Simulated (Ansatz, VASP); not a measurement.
## Two plane-wave programs on EuH2O2

INCAR

```
SYSTEM = EuH2O2
ALGO = Normal
EDIFF = 1E-7
ENCUT = 520
GGA = PE
GGA_COMPAT = .FALSE.
ISIF = 2
ISMEAR = 0
LASPH = .TRUE.
LCHARG = .FALSE.
LDAU = .TRUE.
LDAUJ = 0 0 0
LDAUL = 3 -1 -1
LDAUPRINT = 1
LDAUTYPE = 2
LDAUU = 5 0 0
LMAXMIX = 6
LORBIT = 11
LORBMOM = .TRUE.
LREAL = .FALSE.
LSORBIT = .TRUE.
LWAVE = .FALSE.
MAGMOM = 0 0 7 0 0 0 0 0 0 0 0 0 0 0 0
NBANDS = 46
NELM = 150
PREC = Accurate
SIGMA = 0.01
```

File KPOINTS:

```
k-points
0
G
  1 1 1
  0 0 0
```

Contents of POSCAR:

```
EuH2O2
1.0
    9.0800000000      0.0000000000      0.0000000000
    0.0000000000     10.6200000000      0.0000000000
    0.0000000000      0.0000000000     14.5100000000
Eu O H
1 2 2
Direct
    0.5047896500      0.5766666700      0.4928566500
    0.4992070500      0.5087994400      0.6336733300
    0.4992070500      0.4817137500      0.3606946900
    0.4955947100      0.4614049000      0.6898380400
    0.4955947100      0.4237288100      0.3101309400
```

Input for Ansatz:

```yaml
crystal:
  lattice:
    - [9.08, 0.0, 0.0]
    - [0.0, 10.62, 0.0]
    - [0.0, 0.0, 14.51]
  atoms:
    - { symbol: Eu, position: [0.50478965, 0.57666667, 0.49285665], spin: 7.0, spin_axis: [0.0, 0.0, 1.0] }
    - { symbol: O, position: [0.49920705, 0.50879944, 0.63367333] }
    - { symbol: H, position: [0.49559471, 0.4614049, 0.68983804] }
    - { symbol: O, position: [0.49920705, 0.48171375, 0.36069469] }
    - { symbol: H, position: [0.49559471, 0.42372881, 0.31013094] }
basis:
  ecutwfc: 420
  ecutrho_ratio: 4
kpoints:
  mp_grid: { grid: [1, 1, 1] }
hamiltonian:
  xc: pbe
  hubbard: { sites: [{ species: Eu, l: f, u_eff: 5.0 }] }
scf:
  occupations: { method: gaussian, width: 0.01 }
output:
  forces: true
  eigenvalues: true
  populations: true
  hubbard: { sites: [{ species: Eu, l: f }] }
magnetization:
  noncollinear: true
  spin_orbit: true
```

Alike in both runs: task single point; functional PBE; k mesh 1 × 1 × 1; occupations gaussian, width 0.01 eV; non-collinear spin, spin-orbit coupling; Hubbard terms Eu f U = 5.0 eV.

|  | VASP | Ansatz |
| --- | --- | --- |
| version | VASP 6.6.1 | Ansatz 0.2.0 |
| potentials or method | VASP PAW PBE potentials, release 64 (Eu, O, H), cutoff 520 eV | plane waves, PAW |
| valence electrons in the cell | 31 | 31 |

|  | VASP | Ansatz | Ansatz less VASP |
| --- | --- | --- | --- |
| rms of the force components (eV/Å) | 0.253 | 0.200 | -0.0528 |
| net moment per atom (μB) | 1.39 | 1.39 | -0.001 |

The programs project onto different local orbitals, so the same U acts differently, and such runs can settle in different states.
